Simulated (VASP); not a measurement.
Te2Mo:

```
Te Mo
1.0
     3.54150    0.00000    0.00000
    -1.77075    3.06703    0.00000
     0.00000    0.00000   14.06614
Te Mo
4 2
Direct
  0.66667 0.33333 0.37900
  0.33333 0.66667 0.87900
  0.66667 0.33333 0.12100
  0.33333 0.66667 0.62100
  0.66667 0.33333 0.75000
  0.33333 0.66667 0.25000
```

Base run:

| Item | Value |
| --- | --- |
| Program | VASP 6.6.1 |
| Functional | BLYP |
| Dispersion | D3(BJ) |
| Potentials or basis | VASP PAW PBE potentials, release 64 (Te, Mo_sv) |
| Cutoff | 520 eV |
| k mesh | 9 × 9 × 2 |
| Occupations | fermi-dirac, width 0.05 eV |
| Spin | no spin polarisation |

Its results: band gap on the k mesh 0.81 eV, indirect (least direct gap 1.01 eV); pressure -0.5 GPa; largest force 0.223 eV/Å.

**Question.** The run is repeated on the same cell with these changes: functional from BLYP to r2SCAN. What comes out?

**Answer.** Band gap on the k mesh 0.89 eV, indirect (least direct gap 1.10 eV); pressure -1.3 GPa; largest force 0.314 eV/Å.

Caveats: the PAW data sets were made with another functional, which shifts forces and pressure a little; spin-orbit coupling is left out, which moves the levels of the heavy elements.

A k mesh can miss the band edges.
